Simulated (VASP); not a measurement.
# W in VASP: notebook, part 2 of 2

VASP 6.6.1. Earlier steps stand in the parts before.

**3. Relaxation of cell and atoms, revPBE+D4**

The input, INCAR:

```
  ALGO = Normal
  EDIFF = 1E-7
  EDIFFG = -0.01
  ENCUT = 600
  GGA = RE
  IBRION = 2
  ISIF = 3
  ISMEAR = -1
  IVDW = 13
  LASPH = T
  LCHARG = F
  LREAL = F
  LWAVE = F
  NELM = 80
  NSW = 60
  PREC = Accurate
  SIGMA = 0.05
```

The input, KPOINTS:

```
k-points
0
Gamma
  12 12 12
```

The input, POSCAR:

```
W
1.0
   -1.5823450000      1.5823450000      1.5823450000
    1.5823450000     -1.5823450000      1.5823450000
    1.5823450000      1.5823450000     -1.5823450000
W
1
Direct
    0.0000000000      0.0000000000      0.0000000000
```

Potentials or basis: VASP PAW PBE potentials, release 64 (W_sv).

Started as:

```bash
$ cat potpaw_PBE.64/W_sv/POTCAR > POTCAR
$ mpirun -np 1 vasp_std > vasp.out
```

OUTCAR:

```text
EDIFF = 1E-7
   EDIFFG = -0.01
   ENCUT = 600
   GGA = RE
   IBRION = 2
   ISIF = 3
   ISMEAR = -1
   IVDW = 13
   LASPH = T
   LREAL = F
   NELM = 80
   NSW = 60
   PREC = Accurate

 ion  position               nearest neighbor table
   1  0.000  0.000  0.000-

  LATTYP: Found a body centered cubic cell.
 ALAT       =     3.1646900000

  Lattice vectors:

 A1 = (  -1.5823450000,   1.5823450000,   1.5823450000)
 A2 = (   1.5823450000,  -1.5823450000,   1.5823450000)
 A3 = (   1.5823450000,   1.5823450000,  -1.5823450000)

Analysis of symmetry for initial positions (statically):
=====================================================================
 Subroutine PRICEL returns:
 Original cell was already a primitive cell.

 Routine SETGRP: Setting up the symmetry group for a
 body centered cubic supercell.

 Subroutine GETGRP returns: Found 48 space group operations
 (whereof 48 operations were pure point group operations)
 out of a pool of 48 trial point group operations.

The static configuration has the point symmetry O_h .

Analysis of symmetry for dynamics (positions and initial velocities):
=====================================================================
 Subroutine PRICEL returns:
 Original cell was already a primitive cell.

 Routine SETGRP: Setting up the symmetry group for a
 body centered cubic supercell.

 Subroutine GETGRP returns: Found 48 space group operations
 (whereof 48 operations were pure point group operations)
 out of a pool of 48 trial point group operations.

The dynamic configuration has the point symmetry O_h .

 Subroutine INISYM returns: Found 48 space group operations
 (whereof 48 operations are pure point group operations),
 and found     1 'primitive' translations

----------------------------------------------------------------------------------------

                                     Primitive cell

  volume of cell :      15.8476

  direct lattice vectors                    reciprocal lattice vectors
    -1.582345000  1.582345000  1.582345000     0.000000000  0.315986716  0.315986716
     1.582345000 -1.582345000  1.582345000     0.315986716  0.000000000  0.315986716
     1.582345000  1.582345000 -1.582345000     0.315986716  0.315986716  0.000000000

  length of vectors
     2.740701935  2.740701935  2.740701935     0.446872699  0.446872699  0.446872699

  position of ions in fractional coordinates (direct lattice)
     0.000000000  0.000000000  0.000000000

  ion indices of the primitive-cell ions
   primitive index   ion index
                 1           1

----------------------------------------------------------------------------------------

 KPOINTS: k-points

Automatic generation of k-mesh.
 Grid dimensions read from file:
 generate k-points for:   12   12   12

 Generating k-lattice:

  Cartesian coordinates                     Fractional coordinates (reciprocal lattice)
     0.000000000  0.026332226  0.026332226     0.083333333  0.000000000  0.000000000
     0.026332226  0.000000000  0.026332226     0.000000000  0.083333333  0.000000000
     0.026332226  0.026332226  0.000000000     0.000000000  0.000000000  0.083333333

  Length of vectors
     0.037239392  0.037239392  0.037239392

  Shift w.r.t. Gamma in fractional coordinates (k-lattice)
     0.000000000  0.000000000  0.000000000

 Subroutine IBZKPT returns following result:
 ===========================================

 Found     72 irreducible k-points:

 Following reciprocal coordinates:
            Coordinates               Weight
  0.000000  0.000000  0.000000      1.000000
  0.083333  0.000000  0.000000     12.000000
  0.166667  0.000000  0.000000     12.000000
  0.250000  0.000000  0.000000     12.000000
  0.333333  0.000000  0.000000     12.000000
  0.416667  0.000000  0.000000     12.000000
[... 16 lines left out ...]
  0.333333  0.083333  0.083333     24.000000
  0.416667  0.083333  0.083333     12.000000
 [... further k-points ...]
   k-points           NKPTS =     72   k-points in BZ     NKDIM =     72   number of bands    NBANDS=     11
   number of dos      NEDOS =    301   number of ions     NIONS =      1
   total plane-waves  NPLWV =  13824
   dimension x,y,z NGX =    24 NGY =   24 NGZ =   24
   dimension x,y,z NGXF=    48 NGYF=   48 NGZF=   48
   ions per type =               1
   NGX,Y,Z   is equivalent  to a cutoff of  14.56, 14.56, 14.56 a.u.
   NGXF,Y,Z  is equivalent  to a cutoff of  29.12, 29.12, 29.12 a.u.
 SYSTEM =  unknown system
   PREC   = accura    normal or accurate (medium, high low for compatibility)
   ISTART =      0    job   : 0-new  1-cont  2-samecut
   ICHARG =      2    charge: 1-file 2-atom 10-const
   ISPIN  =      1    spin polarized calculation?
   LNONCOLLINEAR =      F non collinear calculations
   LSORBIT =      F    spin-orbit coupling
   LASPH  =      T    aspherical Exc in radial PAW
   ENCUT  =  600.0 eV  44.10 Ry    6.64 a.u.   5.47  5.47  5.47*2*pi/ulx,y,z
   NELM   =     80;   NELMIN=  2; NELMDL= -5     # of ELM steps
   EDIFF  = 0.1E-06   stopping-criterion for ELM
   LREAL  =      F    real-space projection
   EDIFFG = -.1E-01   stopping-criterion for IOM
   NSW    =     60    number of steps for IOM
   IBRION =      2    ionic relax: 0-MD 1-quasi-New 2-CG
   NFREE  =      1    steps in history (QN), initial steepest desc. (CG)
   ISIF   =      3    stress and relaxation
   ISYM   =      2    0-nonsym 1-usesym 2-fastsym
   POTIM  = 0.5000    time-step for ionic-motion
   TEBEG  =    0.0;   TEEND  =   0.0 temperature during run
   PSTRESS=    0.0 pullay stress
   NELECT =      14.0000    total number of electrons
   NUPDOWN=      -1.0000    fix difference up-down
   EMIN   =  10.00;   EMAX   =-10.00  energy-range for DOS
   EFERMI =   0.00;   METHOD = LEGACY
   ISMEAR =    -1;   SIGMA  =   0.05  broadening in eV -4-tet -1-fermi 0-gaus
   EFERMI_NEDOS =   21; number of points for ismear=-14 and -15
   IALGO  =     38    algorithm
   IMIX   =      4    mixing-type and parameters
     AMIX     =   0.40;   BMIX     =  1.00
     AMIX_MAG =   1.60;   BMIX_MAG =  1.00
  volume/ion in A,a.u.               =      15.85       106.94
  Fermi-wavevector in a.u.,A,eV,Ry     =   1.570832  2.968442 33.572544  2.467512
  Thomas-Fermi vector in A             =   2.672506
   LORBIT       =      0    0 simple, 1 ext, 2 COOP (PROOUT), +10 PAW based schemes
   GGA     = RE    functional components
   LHFCALC =     F    Hartree Fock is set to
   AEXX    =    0.0000 exact exchange contribution
   IVDW    =    13    specifies the selected vdW correction
   LEPSILON=     F    determine dielectric tensor
   LRPA    =     F    only Hartree local field effects (RPA)
 conjugate gradient relaxation of ions
 non-spin polarized calculation
  energy-cutoff  :      600.00
  volume of cell :       15.85
 maximum number of plane-waves:       543
 NGX is ok and might be reduce to    24
   NGX = 11   NGY = 11   NGZ = 11

--------------------------------------- Ionic step        1  -------------------------------------------

 number of electron      14.0000002 magnetization

 Free energy of the ion-electron system (eV)
  ---------------------------------------------------
  ext. energy  EPLUGINS =         0.00000000
  ---------------------------------------------------
  free energy    TOTEN  =       -12.50379139 eV

  energy without entropy =      -12.49914554  energy(sigma->0) =      -12.50146846

------------------------ aborting loop because EDIFF is reached ----------------------------------------

  DFT-D4 for vdW energy calculation

  Edisp (eV):   -1.01406
[... 69 lines left out ...]
--------------------------------------- Ionic step        3  -------------------------------------------

 number of electron      14.0000001 magnetization

 Free energy of the ion-electron system (eV)
  ---------------------------------------------------
  ext. energy  EPLUGINS =         0.00000000
  ---------------------------------------------------
  free energy    TOTEN  =       -12.50193603 eV

  energy without entropy =      -12.49725230  energy(sigma->0) =      -12.49959417

 E-fermi :  11.4443     XC(G=0): -13.6166

 val. band max:       11.4136012349   @ k =  -0.2500   0.3333   0.1667
 cond. band min:      11.4655759511   @ k =  -0.1667   0.1667   0.0833
 fundamental gap:      0.0519747162
 Fermi energy:        11.4442934047

 k-point     1 :       0.0000    0.0000    0.0000
  band No.  band energies     occupation
      1     -62.6688      2.00000
      2     -26.2248      2.00000
      3     -26.2248      2.00000
      4     -26.2248      2.00000
      5       1.8866      2.00000
      6      10.3067      2.00000
      7      10.3067      2.00000
      8      10.3067      2.00000
      9      13.8165      0.00000
     10      13.8165      0.00000
     11      26.0364      0.00000
[... 309 lines left out ...]
 k-point    24 :       0.4167    0.0833    0.0833
  band No.  band energies     occupation
      1     -62.5312      2.00000
      2     -27.4335      2.00000
      3     -26.7050      2.00000
      4     -26.3191      2.00000
      5       5.9133      2.00000
      6       7.9165      2.00000
      7      11.2487      1.96081
      8      13.9589      0.00000
      9      14.7350      0.00000
     10      18.9760      0.00000
     11      21.5137      0.00000

 [... further k-points ...]

------------------------ aborting loop because EDIFF is reached ----------------------------------------

  DFT-D4 for vdW energy calculation

  Edisp (eV):   -1.01595
[... 24 lines left out ...]
  FREE ENERGIE OF THE ION-ELECTRON SYSTEM (eV)
  ---------------------------------------------------
  free  energy   TOTEN  =       -13.5178858590 eV

  energy  without entropy=      -13.5132021323  energy(sigma->0) =      -13.51554400

 reached required accuracy - stopping structural energy minimisation
```

Wall time 11 s (1 thread of Intel Xeon 6975P-C (Granite Rapids), shared host); peak memory 0.15 GiB.

Results:

* Free energy: -13.5179 eV
* Relaxed volume: 15.82 Å³/atom
* Relaxed cell: a = 2.739 Å, b = 2.739 Å, c = 2.739 Å, α = 109.47°, β = 109.47°, γ = 109.47°
* Space group after relaxing (to 0.1 Å): Im-3m (No. 229)
* Energy gained by relaxing: 0.0 meV/atom
* Ionic steps: 3
* Pressure after relaxing: -0.1 GPa
* Band gap on the k mesh: zero (bands 7 and 8 overlap by 6.41 eV)
* Dispersion energy per atom: -1.016 eV

Final structure:
```xyz
1
Lattice="-1.5813 1.5813 1.5813 1.5813 -1.5813 1.5813 1.5813 1.5813 -1.5813" Properties=species:S:1:pos:R:3 pbc="T T T"
W     0.0000    0.0000    0.0000
```

Caveat: the PAW data sets were made with another functional, which shifts forces and pressure a little; spin-orbit coupling is left out, which moves the levels of the heavy elements.

**4. Single point, PBE**

The input, INCAR:

```
SYSTEM = W
ALGO = Normal ; EDIFF = 1E-7
ENCUT = 520 ; GGA = PE
ISIF = 2 ; ISMEAR = -1
LASPH = .True. ; LCHARG = .False.
LREAL = .False. ; LWAVE = .False.
NBANDS = 13 ; NELM = 80
PREC = Accurate ; SIGMA = 0.05
```

The input, KPOINTS:

```
k-points
0
Gamma
  8 8 9
  0 0 0
```

The input, POSCAR:

```
W
1.0
   -1.5448010000      1.6150760000      1.6310250000
    1.5711460000     -1.5452470000      1.5875410000
    1.5456960000      1.5461430000     -1.5611960000
W
1
Direct
    0.0109310000      0.0077030000      0.0229730000
```

Started as:

```bash
$ cat potpaw_PBE.64/W_sv/POTCAR > POTCAR
$ mpirun -np 1 vasp_std > vasp.out
```

Run time: 14 s. Hardware: 1 thread of Intel Xeon 6975P-C (Granite Rapids), shared host; peak memory 0.17 GiB.

Results (log left out):

```yaml
Free_energy: -12.9363 eV
Pressure: 6.7 GPa
Band_gap_on_the_k_mesh: zero (bands 7 and 8 overlap by 4.70 eV)
```

Stress tensor (GPa, compression positive):
```
12.52 -1.35 -2.67
-1.35  6.88 -7.24
-2.67 -7.24  0.61
```

Levels at points of the mesh, in eV from the Fermi level:
| k point | band 5 | band 6 | band 7 | band 8 | band 9 | band 10 |
| --- | --- | --- | --- | --- | --- | --- |
| (0.00, 0.00, 0.00) | -9.62 | -1.58 | -1.41 | -0.67 | 2.11 | 2.54 |
| (0.50, 0.00, 0.00) | -6.31 | -3.47 | 0.23 | 2.20 | 3.41 | 5.83 |
| (0.00, 0.50, 0.00) | -6.27 | -3.59 | 0.56 | 2.22 | 3.36 | 5.99 |
| (0.50, 0.50, 0.00) | -6.25 | -3.80 | 0.84 | 2.48 | 3.34 | 6.21 |

Caveat: the cell stands under pressure; spin-orbit coupling is left out, which moves the levels of the heavy elements.

**5. Single point, PBE**

The input, INCAR:

```
SYSTEM = W
PREC = Accurate
ENCUT = 520
EDIFF = 1E-6
ISMEAR = -1
SIGMA = 0.05
LREAL = .FALSE.
LASPH = .TRUE.
NELM = 60
ALGO = Normal
ISIF = 2
LWAVE = .FALSE.
LCHARG = .FALSE.
GGA = PE
NBANDS = 13
```

The input, KPOINTS:

```
Automatic mesh
0
G
  10 10 11
  0 0 0
```

POSCAR is that of step 4.

Started as:

```bash
$ cat potpaw_PBE.64/W_sv/POTCAR > POTCAR
$ mpirun -np 1 vasp_std > vasp.out
```

It took 22 s on 1 thread of Intel Xeon 6975P-C (Granite Rapids), shared host; peak memory 0.22 GiB.

Results (log left out):

```yaml
Free_energy: -12.9186 eV
Pressure: 7.0 GPa
Band_gap_on_the_k_mesh: zero (bands 7 and 8 overlap by 5.02 eV)
```

Stress tensor (GPa, compression positive):
```
11.88  0.63 -2.57
 0.63  7.33 -6.76
-2.57 -6.76  1.90
```

Levels at points of the mesh, in eV from the Fermi level:
| k point | band 5 | band 6 | band 7 | band 8 | band 9 | band 10 |
| --- | --- | --- | --- | --- | --- | --- |
| (0.00, 0.00, 0.00) | -9.71 | -1.66 | -1.53 | -0.77 | 2.01 | 2.44 |
| (0.50, 0.00, 0.00) | -6.41 | -3.57 | 0.14 | 2.10 | 3.30 | 5.73 |
| (0.00, 0.50, 0.00) | -6.36 | -3.69 | 0.47 | 2.12 | 3.26 | 5.89 |
| (0.50, 0.50, 0.00) | -6.35 | -3.88 | 0.74 | 2.39 | 3.23 | 6.09 |

Caveat: the cell stands under pressure; spin-orbit coupling is left out, which moves the levels of the heavy elements.

**6. Summary**

| task | level | cell | k mesh | cutoff (eV) | gap on the mesh (eV) | pressure (GPa) | relaxed volume (Å³/atom) |
| --- | --- | --- | --- | --- | --- | --- | --- |
| relaxation of cell and atoms | revPBE+D3(BJ) | relaxed from a = 2.741 Å, angles 109.5°, 1 atom | 12 × 12 × 12 | 600 | none | -0.1 | 15.66 |
| relaxation of cell and atoms | revPBE+D4 | relaxed from a = 2.741 Å, angles 109.5°, 1 atom | 12 × 12 × 12 | 600 | none | -0.1 | 15.82 |
| single point | PBE | a = 2.767, b = 2.716, c = 2.686 Å, angles 109.5, 109.1, 108.1°, 1 atom | 8 × 8 × 9 | 520 | none | 6.7 | - |
| single point | PBE | a = 2.767, b = 2.716, c = 2.686 Å, angles 109.5, 109.1, 108.1°, 1 atom | 10 × 10 × 11 | 520 | none | 7.0 | - |

Alike in all rows: potentials or basis VASP PAW PBE potentials, release 64 (W_sv); no spin polarisation; smearing fermi-dirac 0.05 eV.

Caveats: spin-orbit coupling is left out, which moves the levels of the heavy elements; the PAW data sets were made with another functional, which shifts forces and pressure a little (at least some runs); the cell stands under pressure (at least some runs).

Absolute energies hang on the potentials; compare differences alone.
